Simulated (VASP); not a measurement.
# CrO2 in VASP: single point with LDA

Aim: the single point of CrO2 with LDA.

Everything below comes from runs of VASP 6.6.1. Logs are shortened: lines on timing, memory, paths and dates and some standing lists are left out, and cuts for length are marked.

## Step 1: The cell of the first run

The typed cell holds 6 atoms: a = 4.448 Å, b = 4.529 Å, c = 2.986 Å, α = 90.00°, β = 90.00°, γ = 90.00°.

## Step 2: Single point, LDA, collinear spin, ferromagnetic start

Contents of INCAR:

```
SYSTEM = CrO2
PREC = Accurate
ENCUT = 520
EDIFF = 1E-6
ISMEAR = -1
SIGMA = 0.05
LREAL = .FALSE.
LASPH = .TRUE.
NELM = 150
ALGO = Normal
ISIF = 2
LWAVE = .FALSE.
LCHARG = .FALSE.
ISPIN = 2
MAGMOM = 3 3 0 0 0 0
LORBIT = 11
LMAXMIX = 4
GGA = CA
NBANDS = 37
```

Contents of KPOINTS:

```
Automatic mesh
0
G
  4 4 6
  0 0 0
```

Contents of POSCAR:

```
CrO2
1.0
    4.4480510000      0.0000000000      0.0000000000
    0.0000000000      4.5292350000      0.0000000000
    0.0000000000      0.0000000000      2.9859640000
Cr O
2 4
Direct
    0.4999843819      0.5000145674      0.5027991570
   -0.0000092322      0.0000084995      0.0027790816
    0.8045165180      0.1915700299      0.5027888322
    0.1955025429      0.8084121046      0.5027915201
    0.6954968512      0.6915774520      0.0027929214
    0.3045089382      0.3084173466      0.0027934877
```

Potentials or basis: VASP PAW LDA potentials, release 64 (Cr_pv, O).

Started as:

```sh
$ cat potpaw_LDA.64/Cr_pv/POTCAR potpaw_LDA.64/O/POTCAR > POTCAR
$ mpirun -np 1 vasp_std > vasp.out
```

OUTCAR:

```text
SYSTEM = CrO2
   PREC = Accurate
   ENCUT = 520
   EDIFF = 1E-6
   ISMEAR = -1
   LREAL = .FALSE.
   LASPH = .TRUE.
   NELM = 150
   ISIF = 2
   ISPIN = 2
   LORBIT = 11
   GGA = CA

 ion  position               nearest neighbor table
   1  0.500  0.500  0.503-   6 1.93   5 1.93   6 1.93   5 1.93   4 1.95   3 1.95
   2  1.000  0.000  0.003-   3 1.93   3 1.93   4 1.93   4 1.93   5 1.95   6 1.95
   3  0.805  0.192  0.503-   2 1.93   2 1.93   1 1.95
   4  0.196  0.808  0.503-   2 1.93   2 1.93   1 1.95
   5  0.695  0.692  0.003-   1 1.93   1 1.93   2 1.95
   6  0.305  0.308  0.003-   1 1.93   1 1.93   2 1.95

  LATTYP: Found a simple orthorhombic cell.
 ALAT       =     2.9859640000
 B/A-ratio  =     1.4896532577
 C/A-ratio  =     1.5168417972

  Lattice vectors:

 A1 = (   0.0000000000,   0.0000000000,   2.9859640000)
 A2 = (   4.4480510000,   0.0000000000,   0.0000000000)
 A3 = (   0.0000000000,   4.5292350000,   0.0000000000)

Analysis of symmetry for initial positions (statically):
=====================================================================
 Subroutine PRICEL returns:
 Original cell was already a primitive cell.

 Routine SETGRP: Setting up the symmetry group for a
 simple orthorhombic supercell.

 Subroutine GETGRP returns: Found  1 space group operations
 (whereof  1 operations were pure point group operations)
 out of a pool of  8 trial point group operations.

The static configuration has the point symmetry C_1 .

Analysis of symmetry for dynamics (positions and initial velocities):
=====================================================================
 Subroutine PRICEL returns:
 Original cell was already a primitive cell.

 Routine SETGRP: Setting up the symmetry group for a
 simple orthorhombic supercell.

 Subroutine GETGRP returns: Found  1 space group operations
 (whereof  1 operations were pure point group operations)
 out of a pool of  8 trial point group operations.

The dynamic configuration has the point symmetry C_1 .

Analysis of structural, dynamic, and magnetic symmetry:
=====================================================================
 Subroutine PRICEL returns:
 Original cell was already a primitive cell.

 Routine SETGRP: Setting up the symmetry group for a
 simple orthorhombic supercell.

 Subroutine GETGRP returns: Found  1 space group operations
 (whereof  1 operations were pure point group operations)
 out of a pool of  8 trial point group operations.

The overall configuration has the point symmetry C_1 .

[... 140 lines left out ...]
 maximum number of plane-waves:      1644
 NGX is ok and might be reduce to    36
   NGX = 17   NGY = 17   NGZ = 11

 number of electron      47.9999994 magnetization       3.9996759

 Free energy of the ion-electron system (eV)
  ---------------------------------------------------
  ext. energy  EPLUGINS =         0.00000000
  ---------------------------------------------------
  free energy    TOTEN  =       -55.20226499 eV

  energy without entropy =      -55.18617420  energy(sigma->0) =      -55.19421960

 E-fermi :   4.8041     XC(G=0): -12.1993

 val. band max:        4.7711918154   @ k =  -0.2500   0.0000   0.3333
 cond. band min:       4.8327913026   @ k =   0.5000   0.5000   0.3333
 fundamental gap:      0.0615994871
 Fermi energy:         4.8040591714

 spin component 1

 k-point     1 :       0.0000    0.0000    0.0000
  band No.  band energies     occupation
      1     -39.7028      1.00000
      2     -39.7020      1.00000
      3     -39.5758      1.00000
      4     -39.5749      1.00000
      5     -39.5237      1.00000
      6     -39.5118      1.00000
[... 925 lines left out ...]
     35      14.9605      0.00000
     36      14.9605      0.00000

 [... further k-points ...]

 spin component 2

 k-point     1 :       0.0000    0.0000    0.0000
  band No.  band energies     occupation
      1     -37.8516      1.00000
      2     -37.8502      1.00000
      3     -37.5410      1.00000
      4     -37.5404      1.00000
      5     -37.4302      1.00000
      6     -37.4162      1.00000
[... 925 lines left out ...]
     35      15.1111      0.00000
     36      15.1111      0.00000

 [... further k-points ...]

 [bands above 36 left out]

------------------------ aborting loop because EDIFF is reached ----------------------------------------

  FORCE on cell =-STRESS in cart. coord.  units (eV):
  Direction    XX          YY          ZZ          XY          YZ          ZX
  --------------------------------------------------------------------------------------
  -------------------------------------------------------------------------------------
  Total       -7.3515882     -8.2045951    -10.7897223     -0.0000035      0.0000105     -0.0000101
  in kB     -195.7999497   -218.5186726   -287.3701605     -0.0000936      0.0002802     -0.0002702
  external PRESSURE =    -233.8962609 kB  Pullay stress =       0.0000000 kB

 VOLUME and BASIS-vectors are now :
 -----------------------------------------------------------------------------
  energy-cutoff  :      520.00
  volume of cell :       60.16
      direct lattice vectors                 reciprocal lattice vectors
     4.448051000  0.000000000  0.000000000     0.224817566  0.000000000  0.000000000
     0.000000000  4.529235000  0.000000000     0.000000000  0.220787837  0.000000000
     0.000000000  0.000000000  2.985964000     0.000000000  0.000000000  0.334900220

 POSITION                                       TOTAL-FORCE (eV/Angst)
 -----------------------------------------------------------------------------------
      2.22396      2.26468      1.50134         0.000391     -0.000282     -0.000135
      4.44801      0.00004      0.00830         0.000631     -0.000617      0.000166
      3.57853      0.86767      1.50131        -0.017025      0.015948      0.000040
      0.86961      3.66149      1.50132         0.016276     -0.015295     -0.000039
      3.09361      3.13232      0.00834         0.016460      0.015684     -0.000007
      1.35447      1.39689      0.00834        -0.016732     -0.015439     -0.000025
 -----------------------------------------------------------------------------------
    total drift:                               -0.000001      0.000014     -0.000029

  FREE ENERGIE OF THE ION-ELECTRON SYSTEM (eV)
  ---------------------------------------------------
  free  energy   TOTEN  =       -55.2022649897 eV

  energy  without entropy=      -55.1861742009  energy(sigma->0) =      -55.19421960

 total charge

# of ion       s       p       d       tot
------------------------------------------
    1        0.341   6.421   3.985  10.746
    2        0.341   6.421   3.985  10.747
    3        1.558   3.408   0.000   4.965
    4        1.558   3.408   0.000   4.965
    5        1.558   3.408   0.000   4.965
    6        1.558   3.408   0.000   4.965
--------------------------------------------------
tot          6.913  26.472   7.970  41.354

 magnetization (x)

# of ion       s       p       d       tot
------------------------------------------
    1        0.026   0.025   2.013   2.063
    2        0.026   0.025   2.013   2.063
    3       -0.002  -0.062   0.000  -0.064
    4       -0.002  -0.062   0.000  -0.064
    5       -0.002  -0.062   0.000  -0.064
    6       -0.002  -0.062   0.000  -0.064
--------------------------------------------------
tot          0.041  -0.197   4.025   3.870
```

OSZICAR:

```text
N       E                     dE             d eps       ncg     rms          rms(c)
DAV:   1     0.573265928587E+03    0.57327E+03   -0.25581E+04  7696   0.143E+03
DAV:   2    -0.207004679184E+02   -0.59397E+03   -0.54829E+03  8027   0.442E+02
DAV:   3    -0.702076642675E+02   -0.49507E+02   -0.48559E+02  8576   0.139E+02
DAV:   4    -0.710999628351E+02   -0.89230E+00   -0.88545E+00  8861   0.193E+01
DAV:   5    -0.711169311289E+02   -0.16968E-01   -0.16876E-01  9291   0.257E+00    0.351E+01
DAV:   6    -0.660780414503E+02    0.50389E+01   -0.90612E+01  9262   0.821E+01    0.441E+01
DAV:   7    -0.581224324374E+02    0.79556E+01   -0.56216E+01  8533   0.874E+01    0.168E+01
DAV:   8    -0.563500902488E+02    0.17723E+01   -0.56494E+00  8332   0.164E+01    0.945E+00
DAV:   9    -0.552312664576E+02    0.11188E+01   -0.15878E+00  9682   0.129E+01    0.328E+00
DAV:  10    -0.552500555927E+02   -0.18789E-01   -0.51588E-01  8420   0.505E+00    0.323E+00
DAV:  11    -0.552112848430E+02    0.38771E-01   -0.12845E-01  8335   0.295E+00    0.128E+00
DAV:  12    -0.552067090847E+02    0.45758E-02   -0.40960E-02  8499   0.164E+00    0.845E-01
DAV:  13    -0.552035749748E+02    0.31341E-02   -0.72676E-03  8918   0.610E-01    0.456E-01
DAV:  14    -0.552026326814E+02    0.94229E-03   -0.82255E-04  8780   0.326E-01    0.251E-01
DAV:  15    -0.552023144597E+02    0.31822E-03   -0.59113E-04  8488   0.248E-01    0.926E-02
DAV:  16    -0.552022659855E+02    0.48474E-04   -0.24628E-04  8552   0.139E-01    0.200E-02
DAV:  17    -0.552022650844E+02    0.90111E-06   -0.21687E-05  8416   0.301E-02    0.113E-02
DAV:  18    -0.552022649897E+02    0.94630E-07   -0.10050E-06  4969   0.759E-03
   1 F= -.55202265E+02 E0= -.55194220E+02  d E =-.160908E-01  mag=     3.9999
```

stdout:

```text
POSCAR found type information on POSCAR CrO
 POSCAR found :  2 types and       6 ions
 scaLAPACK will be used
 LDA part: xc-table for (Slater(with rela. corr.)+CA(PZ))
 , standard interpolation
 POSCAR, INCAR and KPOINTS ok, starting setup
 FFT: planning ... GRIDC
 FFT: planning ... GRID_SOFT
 FFT: planning ... GRID
 WAVECAR not read
 entering main loop
```

Wall time 4.3 min (1 thread of Intel Xeon Platinum 8375C at 2.90GHz (Ice Lake), shared host); peak memory 0.26 GiB.

What came out:

- Free energy: -55.2023 eV
- Pressure: -23.4 GPa
- Largest force: 0.023 eV/Å
- Band gap on the k mesh: zero (filled and empty bands overlap)
- Net moment: 4.00 μB per cell
- Site moments: Cr +2.06; O -0.06 μB
- Valence electrons inside the program's atomic spheres: Cr 10.75; O 4.96

Forces on the atoms (eV/Å):
```
Cr   0.000  0.000  0.000
Cr   0.001 -0.001  0.000
O   -0.017  0.016  0.000
O    0.016 -0.015  0.000
O    0.016  0.016  0.000
O   -0.017 -0.015  0.000
```

Levels at points of the mesh, in eV from the Fermi level:
Spin up:
| k point | band 24 | band 25 | band 26 | band 27 | band 28 | band 29 |
| --- | --- | --- | --- | --- | --- | --- |
| (0.00, 0.00, 0.00) | -1.07 | -1.07 | -0.90 | -0.59 | 0.80 | 1.07 |
| (0.50, 0.00, 0.00) | -0.61 | -0.37 | -0.37 | 0.29 | 0.29 | 2.87 |
| (0.00, 0.50, 0.00) | -0.61 | -0.37 | -0.37 | 0.29 | 0.29 | 2.86 |
| (0.50, 0.50, 0.00) | -1.27 | -1.05 | -1.05 | 0.78 | 0.78 | 2.35 |
| (0.00, 0.00, 0.50) | -0.65 | -0.09 | -0.09 | 0.75 | 0.75 | 2.10 |
| (0.50, 0.00, 0.50) | -1.35 | -0.65 | -0.65 | 0.85 | 0.85 | 1.31 |
| (0.00, 0.50, 0.50) | -1.36 | -0.64 | -0.64 | 0.90 | 0.90 | 1.29 |
| (0.50, 0.50, 0.50) | -0.63 | -0.32 | -0.32 | 0.14 | 0.14 | 2.49 |
Spin down:
```
           k point  band 19  band 20  band 21  band 22  band 23  band 24  band 25  band 26
(0.00, 0.00, 0.00)    -1.75    -1.33    -1.26    -0.91     0.64     0.70     0.84     0.85
(0.50, 0.00, 0.00)    -2.86    -2.86    -1.69    -1.69     1.27     1.27     1.34     1.34
(0.00, 0.50, 0.00)    -2.85    -2.85    -1.66    -1.66     1.26     1.26     1.34     1.34
(0.50, 0.50, 0.00)    -2.55    -2.54    -2.04    -2.04     0.68     0.68     0.86     0.86
(0.00, 0.00, 0.50)    -3.39    -3.39    -2.53    -2.53     1.34     1.34     1.55     1.55
(0.50, 0.00, 0.50)    -3.06    -3.06    -1.89    -1.89     0.41     0.41     1.60     1.60
(0.00, 0.50, 0.50)    -3.08    -3.08    -2.01    -2.01     0.39     0.39     1.60     1.60
(0.50, 0.50, 0.50)    -2.23    -2.23    -1.66    -1.66     1.00     1.00     1.61     1.61
```

Caveat: the stress differs along the axes, from -29 to -20 GPa; semilocal functionals often make such compounds metallic where correlation or magnetic order opens a gap, which also shifts bond lengths; the run started ferromagnetic, and an antiferromagnetic order may lie lower in energy. With open d or f shells a metallic result of LDA can be an artefact of self-interaction; +U or a hybrid may open a gap.

The gap in the log of VASP goes by the Fermi energy; the results here count the filled bands.